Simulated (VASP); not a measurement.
Write the native input for VASP 6.6.1 that does the following.

| Item | Value |
| --- | --- |
| Task | relaxation of cell and atoms |
| Functional | PBE |
| Potentials or basis | VASP PAW PBE potentials, release 64 (Sn_d, C) |
| Cutoff | 600 eV |
| k mesh | 12 × 12 × 4 |
| Occupations | gaussian, width 0.1 eV |
| Spin | no spin polarisation |
| Dipole correction | no |
| Further INCAR settings | ALGO = Normal; EDIFF = 1e-07; IBRION = 2; EDIFFG = -0.01; NSW = 100; ISIF = 3 |

The structure of Sn2C lies in POSCAR:

```
Sn2C
1.0
    3.5474449076      0.0000000000      0.0000000000
   -1.7737224538      3.0721774085      0.0000000000
    0.0000000000      0.0000000000     11.5031038978
Sn C
4 2
Direct
    0.3333333333      0.6666666667      0.1579753747
    0.6666666667      0.3333333333      0.8420246253
    0.6666666667      0.3333333333      0.3894083382
    0.3333333333      0.6666666667      0.6105916618
    0.0000000000      0.0000000000      0.0600603392
    0.0000000000      0.0000000000      0.9399396608
```

One way to write it, as run:

INCAR

```
SYSTEM = Sn2C
PREC = Accurate
ENCUT = 600
EDIFF = 1E-7
ISMEAR = 0
SIGMA = 0.1
LREAL = .False.
LASPH = .True.
NELM = 60
ALGO = Normal
ISIF = 3
LWAVE = .False.
LCHARG = .False.
GGA = PE
IBRION = 2
NSW = 100
EDIFFG = -0.01
```

KPOINTS

```
regular mesh
0
Gamma
  12 12 4
  0 0 0
```

Potentials or basis: VASP PAW PBE potentials, release 64 (Sn_d, C).

Launch:

```console
$ cat potpaw_PBE.64/Sn_d/POTCAR potpaw_PBE.64/C/POTCAR > POTCAR
$ mpirun -np 1 vasp_std > vasp.out
```

Results of the run:

| Item | Value |
| --- | --- |
| Relaxed volume | 20.86 Å³/atom |
| Relaxed cell | a = 3.489 Å, b = 3.489 Å, c = 11.874 Å, α = 90.00°, β = 90.00°, γ = 120.00° |
| Space group after relaxing (to 0.1 Å) | P-3m1 (No. 164) |
| Energy gained by relaxing | 6.2 meV/atom |
| Ionic steps | 33 |
| Pressure after relaxing | 0.0 GPa |
| Largest force after relaxing | 0.009 eV/Å |
| Band gap on the k mesh | zero (bands 32 and 33 overlap by 3.05 eV) |

Caveat: spin-orbit coupling is left out, which moves the levels of the heavy elements.

It took 110 min on 1 thread of Intel(R) Xeon(R) Platinum 8488C (Sapphire Rapids) (shared host), peak memory 0.48 GiB.
